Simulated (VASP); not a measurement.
LiTlSe2: single point with HF

The system is LiTlSe2.

```
Li Se Tl
1.0
     4.26392    0.00000    0.00000
     0.00000    4.26392    0.00000
     0.00000    0.00000    5.98025
Li Se Tl
1 2 1
Cartesian
  0.0000 0.0000 0.0000
  0.0000 2.1320 1.3708
  2.1320 0.0000 4.6095
  2.1320 2.1320 2.9901
```

```yaml
Program: VASP 6.6.1
Task: single point
Functional: HF
Potentials_or_basis: VASP PAW PBE potentials, release 64 (Li_sv, Se, Tl_d)
Cutoff: 650 eV
k_mesh: 4 × 4 × 4
Occupations: gaussian, width 0.01 eV
Spin: no spin polarisation
Dipole_correction: no
Grid_for_exact_exchange_PRECFOCK: Normal
Further_INCAR_settings: ALGO = Normal; EDIFF = 1e-06; NBANDS = 22
Share_of_exact_exchange: 1
```

The pressure is 0.2 GPa, the largest force is 0.505 eV/Å and the band gap on the k mesh is 6.77 eV.

Forces on the atoms (eV/Å):
```
Li   0.000  0.000  0.000
Se   0.000  0.000  0.505
Se   0.000  0.000 -0.505
Tl   0.000  0.000  0.000
```

Stress tensor (GPa, compression positive):
```
0.36 0.00 0.00
0.00 0.36 0.00
0.00 0.00 0.02
```

Levels at points of the mesh, in eV from the valence-band top:
| k point | band 10 | band 11 | band 12 | band 13 | band 14 | band 15 | band 16 | band 17 | band 18 | band 19 |
| --- | --- | --- | --- | --- | --- | --- | --- | --- | --- | --- |
| (0.00, 0.00, 0.00) | -2.22 | -2.22 | -0.03 | 0.00 | 0.00 | 6.77 | 9.71 | 11.95 | 13.01 | 13.01 |
| (0.50, 0.00, 0.00) | -3.06 | -2.44 | -2.19 | -0.98 | -0.87 | 9.16 | 12.43 | 12.49 | 13.30 | 13.94 |
| (0.50, 0.50, 0.00) | -3.18 | -2.42 | -2.08 | -2.08 | -1.80 | 8.21 | 9.64 | 9.64 | 13.22 | 17.33 |
| (0.00, 0.00, 0.50) | -1.61 | -1.54 | -1.54 | -0.92 | -0.92 | 8.84 | 9.95 | 11.80 | 13.74 | 14.38 |
| (0.50, 0.00, 0.50) | -4.20 | -0.97 | -0.81 | -0.80 | -0.75 | 7.28 | 11.81 | 12.79 | 13.41 | 13.90 |
| (0.50, 0.50, 0.50) | -3.36 | -2.75 | -2.43 | -2.43 | -2.35 | 10.44 | 12.03 | 12.03 | 14.36 | 14.36 |

It took 80 min on 4 MPI ranks on AMD EPYC 7571 (shared host), peak memory 0.31 GiB a rank.

Caveat: the PAW data sets were made with another functional, which shifts forces and pressure a little; spin-orbit coupling is left out, which moves the levels of the heavy elements.
